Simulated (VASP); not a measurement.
Runs of VASP 6.6.1 on AlN (zincblende type). The structure is that of space group F-43m (No. 216), or close to it. The cells are those of the table. 

```csv
task,cell,cutoff (eV),k mesh for the DOS,occupations for the DOS,gap on the mesh (eV),pressure (GPa)
single point,"a = 2.536 Å, angles 60.0°, 2 atoms",520,-,-,3.23,376.6
relaxation of cell and atoms,"relaxed from a = 3.047 Å, angles 60.0°, 2 atoms",600,-,-,3.25,0.0
single point,"a = 3.032 Å, angles 60.0°, 2 atoms",520,-,-,3.28,(a)
single point,"a = 2.966 Å, angles 60.0°, 2 atoms",520,-,-,3.31,(b)
single point,"a = 2.874 Å, angles 60.0°, 2 atoms",520,-,-,(c),69.4
single point,"a = 2.774 Å, angles 60.0°, 2 atoms",520,-,-,3.34,124.9
single point,"a = 3.095 Å, angles 60.0°, 2 atoms",520,-,-,3.25,0.0
single point,"a = 2.668 Å, angles 60.0°, 2 atoms",520,-,-,3.32,212.0
```

Alike in all rows: level PBEsol; potentials or basis VASP PAW PBE potentials, release 64 (Al, N); no spin polarisation; k mesh 15 × 15 × 15; smearing fermi-dirac 0.08 eV.

Question: Estimate the missing entries.

Answer: (a) 14.1; (b) 33.1; (c) 3.33.

Caveats: the PAW data sets were made with another functional, which shifts forces and pressure a little.

A k mesh can miss the band edges.
